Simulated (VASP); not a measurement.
LiCd, 4 atoms in the cell. Symmetry: I4_1/amd, No. 141, tetragonal system. Conventional cell: a = 4.717 Å, b = 4.717 Å, c = 6.371 Å, α = 90.00°, β = 90.00°, γ = 90.00°. Within 3.8 Å of Li (site symmetry -4m2) lie 4 Li at 2.85 Å and 10 Cd at 2.85 to 3.34 Å. Cd (site symmetry -4m2) has 10 Li at 2.85 to 3.34 Å and 4 Cd at 2.85 Å within 3.8 Å.  This cell differs from its parent crystal: strain -0.0450 x Voigt [0, 1, 0, 0, 0, 0].

```yaml
Program: VASP 6.6.1
Task: single point
Functional: r2SCAN
Potentials_or_basis: VASP PAW PBE potentials, release 64 (Li_sv, Cd)
Cutoff: 520 eV
k_mesh: 12 × 12 × 12
Occupations: gaussian, width 0.15 eV
Spin: no spin polarisation
Dipole_correction: no
Further_INCAR_settings: ALGO = Normal; EDIFF = 1e-06; NBANDS = 23
```

Potentials or basis: VASP PAW PBE potentials, release 64 (Li_sv, Cd).

The run is started by

```console
$ cat potpaw_PBE.64/Li_sv/POTCAR potpaw_PBE.64/Cd/POTCAR > POTCAR
$ cp INCAR.step1 INCAR
$ mpirun -np 1 vasp_std > vasp.out
$ cp INCAR.step2 INCAR
$ mpirun -np 1 vasp_std > vasp.out
```

Hardware: 1 thread of AMD EPYC 9R45 96-Core Processor (Zen 5), with other jobs on the host.

Problem. How long does it take, and how much memory?

Solution. Wall time 16 min on 1 thread of AMD EPYC 9R45 96-Core Processor (Zen 5), with other jobs on the host, peak memory 0.34 GiB. Counts: k points 163.
